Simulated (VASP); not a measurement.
# BaTiO3 (P1) in VASP: single point with BLYP

Aim: the single point of BaTiO3 with BLYP.

Everything below comes from runs of VASP 6.6.1. Logs are shortened: lines on timing, memory, paths and dates and some standing lists are left out, and cuts for length are marked.

## 1. The cell of the first run

The typed cell holds 10 atoms: a = 3.972 Å, b = 4.103 Å, c = 8.692 Å, α = 90.00°, β = 90.00°, γ = 90.00°.

## 2. Single point, BLYP

Contents of INCAR:

```
PREC = Accurate
ENCUT = 520
EDIFF = 1E-6
ISMEAR = -1
SIGMA = 0.05
LREAL = F
LASPH = T
NELM = 80
ALGO = Normal
ISIF = 2
LWAVE = F
LCHARG = T
GGA = B5
ALDAX = 1.0
AGGAX = 1.0
AGGAC = 1.0
ALDAC = 0.0
LELF = T
LVHAR = T
NBANDS = 51
```

Contents of KPOINTS:

```
regular mesh
0
Gamma
  7 7 4
```

Contents of POSCAR:

```
BaTiO3
1.0
    3.9722134492      0.0000439266      0.0001264099
    0.0000439266      4.1033543691     -0.0000183033
    0.0002528198     -0.0000366066      8.6917256985
Ba Ti O
2 2 6
Direct
    0.5000081677      0.4917735798      0.2642650771
    0.5000642567      0.5082327402      0.7642549874
    0.0000386395      0.9789552862      0.0212620765
    1.0001678841      1.0210501349      0.5212161516
    0.4999941201      1.0196355335      0.9904785964
    0.4998557348      0.9803736435      0.4904734258
    1.0000079967      0.5265395656      0.9948294717
    0.9999005840      0.4734640838      0.4948301131
    0.9999707216     -0.0016714818      0.2292112342
   -0.0000081053      0.0016469242      0.7291788561
```

Potentials or basis: VASP PAW PBE potentials, release 64 (Ba_sv, Ti_sv, O).

Started as:

```sh
$ cat potpaw_PBE.64/Ba_sv/POTCAR potpaw_PBE.64/Ti_sv/POTCAR potpaw_PBE.64/O/POTCAR > POTCAR
$ mpirun -np 1 vasp_std > vasp.out
```

OUTCAR:

```text
PREC = Accurate
   ENCUT = 520
   EDIFF = 1E-6
   ISMEAR = -1
   LREAL = F
   LASPH = T
   NELM = 80
   ISIF = 2
   GGA = B5

 ion  position               nearest neighbor table
   1  0.500  0.492  0.264-   6 2.81   8 2.82   8 2.82   9 2.85   9 2.85   6 2.88   9 2.89   9 2.89
                             5 3.07   7 3.07   7 3.07   5 3.22   3 3.52   3 3.52   4 3.56   4 3.56
   2  0.500  0.508  0.764-   5 2.81   7 2.82   7 2.82  10 2.85  10 2.85   5 2.88  10 2.89  10 2.89
                             6 3.07   8 3.07   8 3.07   6 3.22   4 3.52   4 3.52   3 3.56   3 3.56
   3  0.000  0.979  0.021-   9 1.81   7 1.87   5 2.01   5 2.01   7 2.26   1 3.52   1 3.52   2 3.56
                             2 3.56   1 3.58   1 3.58   2 3.69   2 3.69
   4  0.000  0.021  0.521-  10 1.81   8 1.87   6 2.01   6 2.01   8 2.26   2 3.52   2 3.52   1 3.56
                             1 3.56   2 3.58   2 3.58   1 3.69   1 3.69
   5  0.500  0.020  0.990-   3 2.01   3 2.01   2 2.81   2 2.88   1 3.07   1 3.22
   6  0.500  0.980  0.490-   4 2.01   4 2.01   1 2.81   1 2.88   2 3.07   2 3.22
   7  0.000  0.527  0.995-   3 1.87   3 2.26   2 2.82   2 2.82   1 3.07   1 3.07
   8  1.000  0.473  0.495-   4 1.87   4 2.26   1 2.82   1 2.82   2 3.07   2 3.07
   9  1.000  0.998  0.229-   3 1.81   1 2.85   1 2.85   1 2.89   1 2.89
  10  1.000  0.002  0.729-   4 1.81   2 2.85   2 2.85   2 2.89   2 2.89

  LATTYP: Found a simple monoclinic cell.
 ALAT       =     8.6917257023
 B/A-ratio  =     0.4720989260
 C/A-ratio  =     1.0995065455
 COS(beta)  =    -0.9095242235

  Lattice vectors:

 A1 = (   0.0002528198,  -0.0000366066,   8.6917256985)
 A2 = (   0.0000439266,   4.1033543691,  -0.0000183033)
 A3 = (  -3.9724662690,  -0.0000073200,  -8.6918521084)

Analysis of symmetry for initial positions (statically):
=====================================================================
 Subroutine PRICEL returns:
 Original cell was already a primitive cell.

 Routine SETGRP: Setting up the symmetry group for a
 simple monoclinic supercell.

 Subroutine GETGRP returns: Found  1 space group operations
 (whereof  1 operations were pure point group operations)
 out of a pool of  4 trial point group operations.

The static configuration has the point symmetry C_1 .

Analysis of symmetry for dynamics (positions and initial velocities):
=====================================================================
 Subroutine PRICEL returns:
 Original cell was already a primitive cell.

 Routine SETGRP: Setting up the symmetry group for a
 simple monoclinic supercell.

 Subroutine GETGRP returns: Found  1 space group operations
 (whereof  1 operations were pure point group operations)
 out of a pool of  4 trial point group operations.

The dynamic configuration has the point symmetry C_1 .

 Subroutine INISYM returns: Found  1 space group operations
 (whereof  1 operations are pure point group operations),
 and found     1 'primitive' translations

----------------------------------------------------------------------------------------

                                     Primitive cell

  volume of cell :     141.6699

  direct lattice vectors                    reciprocal lattice vectors
     3.972213449  0.000043927  0.000126410     0.251748808 -0.000002695 -0.000007323
     0.000043927  4.103354369 -0.000018303    -0.000002695  0.243703056  0.000001026
     0.000252820 -0.000036607  8.691725699    -0.000003661  0.000000513  0.115051951

  length of vectors
     3.972213451  4.103354369  8.691725702     0.251748808  0.243703056  0.115051951

  position of ions in fractional coordinates (direct lattice)
     0.500008168  0.491773580  0.264265077
     0.500064257  0.508232740  0.764254987
     0.000038639  0.978955286  0.021262077
     0.000167884  0.021050135  0.521216152
     0.499994120  0.019635534  0.990478596
     0.499855735  0.980373644  0.490473426
     0.000007997  0.526539566  0.994829472
     0.999900584  0.473464084  0.494830113
     0.999970722  0.998328518  0.229211234
     0.999991895  0.001646924  0.729178856

  ion indices of the primitive-cell ions
   primitive index   ion index
                 1           1
                 2           2
                 3           3
                 4           4
                 5           5
                 6           6
                 7           7
                 8           8
                 9           9
                10          10

----------------------------------------------------------------------------------------

 KPOINTS: regular mesh

Automatic generation of k-mesh.
 Grid dimensions read from file:
 generate k-points for:    7    7    4

 Generating k-lattice:

  Cartesian coordinates                     Fractional coordinates (reciprocal lattice)
     0.035964115 -0.000000385 -0.000001046     0.142857143 -0.000000000 -0.000000000
    -0.000000385  0.034814722  0.000000147    -0.000000000  0.142857143  0.000000000
    -0.000000915  0.000000128  0.028762988     0.000000000 -0.000000000  0.250000000

  Length of vectors
     0.035964115  0.034814722  0.028762988

  Shift w.r.t. Gamma in fractional coordinates (k-lattice)
     0.000000000  0.000000000  0.000000000

 Subroutine IBZKPT returns following result:
 ===========================================

 Found     99 irreducible k-points:

 Following reciprocal coordinates:
            Coordinates               Weight
  0.000000  0.000000  0.000000      1.000000
  0.142857  0.000000  0.000000      2.000000
  0.285714 -0.000000  0.000000      2.000000
  0.428571 -0.000000  0.000000      2.000000
 -0.000000  0.142857 -0.000000      2.000000
  0.142857  0.142857  0.000000      2.000000
[... 16 lines left out ...]
  0.285714 -0.428571  0.000000      2.000000
  0.428571  0.428571  0.000000      2.000000
 [... further k-points ...]
   k-points           NKPTS =     99   k-points in BZ     NKDIM =     99   number of bands    NBANDS=     51
   number of dos      NEDOS =    301   number of ions     NIONS =     10
   total plane-waves  NPLWV =  67200
   dimension x,y,z NGX =    30 NGY =   32 NGZ =   70
   dimension x,y,z NGXF=    60 NGYF=   64 NGZF=  140
   ions per type =               2   2   6
   NGX,Y,Z   is equivalent  to a cutoff of  12.56, 12.96, 13.39 a.u.
   NGXF,Y,Z  is equivalent  to a cutoff of  25.11, 25.93, 26.78 a.u.
 SYSTEM =  unknown system
   PREC   = accura    normal or accurate (medium, high low for compatibility)
   ISTART =      0    job   : 0-new  1-cont  2-samecut
   ICHARG =      2    charge: 1-file 2-atom 10-const
   ISPIN  =      1    spin polarized calculation?
   LNONCOLLINEAR =      F non collinear calculations
   LSORBIT =      F    spin-orbit coupling
   LASPH  =      T    aspherical Exc in radial PAW
   ENCUT  =  520.0 eV  38.22 Ry    6.18 a.u.   7.39  7.63 16.16*2*pi/ulx,y,z
   NELM   =     80;   NELMIN=  2; NELMDL= -5     # of ELM steps
   EDIFF  = 0.1E-05   stopping-criterion for ELM
   LREAL  =      F    real-space projection
   EDIFFG = 0.1E-04   stopping-criterion for IOM
   NSW    =      0    number of steps for IOM
   IBRION =     -1    ionic relax: 0-MD 1-quasi-New 2-CG
   NFREE  =      0    steps in history (QN), initial steepest desc. (CG)
   ISIF   =      2    stress and relaxation
   ISYM   =      2    0-nonsym 1-usesym 2-fastsym
   POTIM  = 0.5000    time-step for ionic-motion
   TEBEG  =    0.0;   TEEND  =   0.0 temperature during run
   PSTRESS=    0.0 pullay stress
   NELECT =      80.0000    total number of electrons
   NUPDOWN=      -1.0000    fix difference up-down
   EMIN   =  10.00;   EMAX   =-10.00  energy-range for DOS
   EFERMI =   0.00;   METHOD = LEGACY
   ISMEAR =    -1;   SIGMA  =   0.05  broadening in eV -4-tet -1-fermi 0-gaus
   EFERMI_NEDOS =   21; number of points for ismear=-14 and -15
   IALGO  =     38    algorithm
   IMIX   =      4    mixing-type and parameters
     AMIX     =   0.40;   BMIX     =  1.00
     AMIX_MAG =   1.60;   BMIX_MAG =  1.00
  volume/ion in A,a.u.               =      14.17        95.60
  Fermi-wavevector in a.u.,A,eV,Ry     =   1.353149  2.557081 24.912434  1.831012
  Thomas-Fermi vector in A             =   2.480428
   LORBIT       =      0    0 simple, 1 ext, 2 COOP (PROOUT), +10 PAW based schemes
   GGA     = B5    functional components
   LHFCALC =     F    Hartree Fock is set to
   AEXX    =    0.0000 exact exchange contribution
   IVDW    =     0    specifies the selected vdW correction
   LEPSILON=     F    determine dielectric tensor
   LRPA    =     F    only Hartree local field effects (RPA)
 non-spin polarized calculation
  energy-cutoff  :      520.00
  volume of cell :      141.67
 maximum number of plane-waves:      3846
 NGX is ok and might be reduce to    30
   NGX = 15   NGY = 15   NGZ = 33

 number of electron      79.9999975 magnetization

 Free energy of the ion-electron system (eV)
  ---------------------------------------------------
  ext. energy  EPLUGINS =         0.00000000
  ---------------------------------------------------
  free energy    TOTEN  =       -76.53890116 eV

  energy without entropy =      -76.53890116  energy(sigma->0) =      -76.53890116

 E-fermi :   4.6816     XC(G=0): -10.2018

 val. band max:        3.5091306830   @ k =   0.4286   0.4286   0.0000
 cond. band min:       5.9567418503   @ k =   0.0000   0.0000   0.0000
 fundamental gap:      2.4476111673
 Fermi energy:         4.6816176390

 k-point     1 :       0.0000    0.0000    0.0000
  band No.  band energies     occupation
      1     -52.7512      2.00000
      2     -52.7504      2.00000
      3     -29.2615      2.00000
      4     -29.2437      2.00000
      5     -29.1373      2.00000
      6     -29.1364      2.00000
[... 43 lines left out ...]
     50       8.2068      0.00000
     51       8.9079      0.00000

 k-point     2 :       0.1429    0.0000    0.0000
  band No.  band energies     occupation
      1     -52.7509      2.00000
      2     -52.7502      2.00000
      3     -29.2609      2.00000
      4     -29.2432      2.00000
      5     -29.1369      2.00000
      6     -29.1360      2.00000
[... 43 lines left out ...]
     50       8.5997      0.00000
     51       9.2349      0.00000

 k-point     3 :       0.2857   -0.0000    0.0000
  band No.  band energies     occupation
      1     -52.7505      2.00000
      2     -52.7498      2.00000
      3     -29.2596      2.00000
      4     -29.2423      2.00000
      5     -29.1361      2.00000
      6     -29.1352      2.00000
[... 43 lines left out ...]
     50       9.5371      0.00000
     51       9.9822      0.00000
[... 1027 lines left out ...]
 k-point    23 :       0.2857   -0.4286    0.0000
  band No.  band energies     occupation
      1     -52.7498      2.00000
      2     -52.7491      2.00000
      3     -29.2578      2.00000
      4     -29.2410      2.00000
      5     -29.1693      2.00000
      6     -29.1681      2.00000
[... 43 lines left out ...]
     50      10.0364      0.00000
     51      10.5316      0.00000

 k-point    24 :       0.4286    0.4286    0.0000
  band No.  band energies     occupation
      1     -52.7494      2.00000
      2     -52.7487      2.00000
      3     -29.2570      2.00000
      4     -29.2402      2.00000
      5     -29.1684      2.00000
      6     -29.1673      2.00000
[... 43 lines left out ...]
     50      10.0588      0.00000
     51      10.5163      0.00000

 [... further k-points ...]
[... 5 lines left out ...]
  --------------------------------------------------------------------------------------
  -------------------------------------------------------------------------------------
  Total        1.2507865      1.3609914      1.5356646     -0.0007125      0.0003049     -0.0008475
  in kB       14.1454300     15.3917618     17.3671813     -0.0080573      0.0034479     -0.0095846
  external PRESSURE =      15.6347910 kB  Pullay stress =       0.0000000 kB

 VOLUME and BASIS-vectors are now :
 -----------------------------------------------------------------------------
  energy-cutoff  :      520.00
  volume of cell :      141.67
      direct lattice vectors                 reciprocal lattice vectors
     3.972213449  0.000043927  0.000126410     0.251748808 -0.000002695 -0.000007323
     0.000043927  4.103354369 -0.000018303    -0.000002695  0.243703056  0.000001026
     0.000252820 -0.000036607  8.691725699    -0.000003661  0.000000513  0.115051951

 POSITION                                       TOTAL-FORCE (eV/Angst)
 -----------------------------------------------------------------------------------
      1.98623      2.01793      2.29697        -0.000001      0.004789     -0.056827
      1.98658      2.08545      6.64275        -0.000118     -0.004891     -0.056972
      0.00020      4.01700      0.18479        -0.000122      0.098724     -0.156373
      0.00080      0.08636      4.53027        -0.000968     -0.099557     -0.149341
      1.98633      0.08056      8.60903         0.000002     -0.008379      0.027678
      1.98570      4.02282      4.26311         0.000948      0.008282      0.025545
      0.00031      2.16054      8.64678        -0.000098     -0.103602      0.024196
      3.97196      1.94282      4.30105         0.000107      0.104251      0.021988
      3.97220      4.09653      1.99235         0.000170     -0.000614      0.160965
      3.97237      0.00678      6.33795         0.000080      0.000996      0.159140
 -----------------------------------------------------------------------------------
    total drift:                               -0.000007      0.000127      0.000014

  FREE ENERGIE OF THE ION-ELECTRON SYSTEM (eV)
  ---------------------------------------------------
  free  energy   TOTEN  =       -76.5389011579 eV

  energy  without entropy=      -76.5389011579  energy(sigma->0) =      -76.53890116
```

Wall time 20 min (1 thread of Intel Xeon 6975P-C, shared host); peak memory 0.66 GiB.

Results:

```yaml
Free_energy: -76.5389 eV
Pressure: 1.6 GPa
Largest_force: 0.185 eV/Å
Band_gap_on_the_k_mesh: 2.45 eV
```

Forces on the atoms (eV/Å):
```
Ba   0.000  0.005 -0.057
Ba   0.000 -0.005 -0.057
Ti   0.000  0.099 -0.156
Ti  -0.001 -0.100 -0.149
O    0.000 -0.008  0.028
O    0.001  0.008  0.026
O    0.000 -0.104  0.024
O    0.000  0.104  0.022
O    0.000 -0.001  0.161
O    0.000  0.001  0.159
```

Levels at points of the mesh, in eV from the valence-band top:
```tsv
k point	band 36	band 37	band 38	band 39	band 40	band 41	band 42	band 43	band 44	band 45
(0.00, 0.00, 0.00)	-1.02	-0.93	-0.84	-0.65	-0.57	2.45	2.46	2.83	3.03	3.58
(0.00, 0.00, 0.50)	-1.41	-0.89	-0.89	-0.62	-0.62	2.47	2.47	3.21	3.21	3.32
```

Caveat: the PAW data sets were made with another functional, which shifts forces and pressure a little; spin-orbit coupling is left out, which moves the levels of the heavy elements.
